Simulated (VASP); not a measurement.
A run of VASP 6.6.1 is set up as follows.

File INCAR:

```
PREC = Accurate
ENCUT = 600
EDIFF = 1E-6
ISMEAR = -1
SIGMA = 0.05
LREAL = False
LASPH = True
NELM = 80
ALGO = Normal
ISIF = 3
LWAVE = False
LCHARG = False
GGA = PE
IBRION = 2
NSW = 60
EDIFFG = -0.005
PSTRESS = 44.0
```

Contents of KPOINTS:

```
Automatic mesh
0
Gamma
  12 12 7
```

File POSCAR:

```
La
1.0
    3.6101933953      0.0000000000      0.0000000000
   -1.8050966977      3.1265191929      0.0000000000
    0.0000000000      0.0000000000      5.8485133004
La
2
Direct
    0.3333333333      0.6666666667      0.2500000000
    0.6666666667      0.3333333333      0.7500000000
```

Potentials or basis: VASP PAW PBE potentials, release 64 (La).

Run with:

```bash
$ cat potpaw_PBE.64/La/POTCAR > POTCAR
$ mpirun -np 1 vasp_std > vasp.out
```

**Question.** Estimate the band gap on the k mesh.

**Answer.** Zero (band 11 reaches 10.29 eV, above the bottom of band 12 at 8.76 eV).

**Question.** Estimate the relaxed cell.

**Answer.** a = 3.573 Å, b = 3.573 Å, c = 5.874 Å, α = 90.00°, β = 90.00°, γ = 120.00°.

**Question.** What does it give for the space group after relaxing (to 0.05 Å)?

**Answer.** P6_3/mmc (No. 194).

**Question.** What does it give for the relaxed volume?

**Answer.** 32.47 Å³/atom.

Final structure:
```
La
1.0
     3.57287    0.00000    0.00000
    -1.78644    3.09420    0.00000
     0.00000    0.00000    5.87367
La
2
Direct
  0.33333 0.66667 0.25000
  0.66667 0.33333 0.75000
```

Caveat: the cell is relaxed towards a set pressure, so the enthalpy falls and the energy may rise; spin-orbit coupling is left out, which moves the levels of the heavy elements.
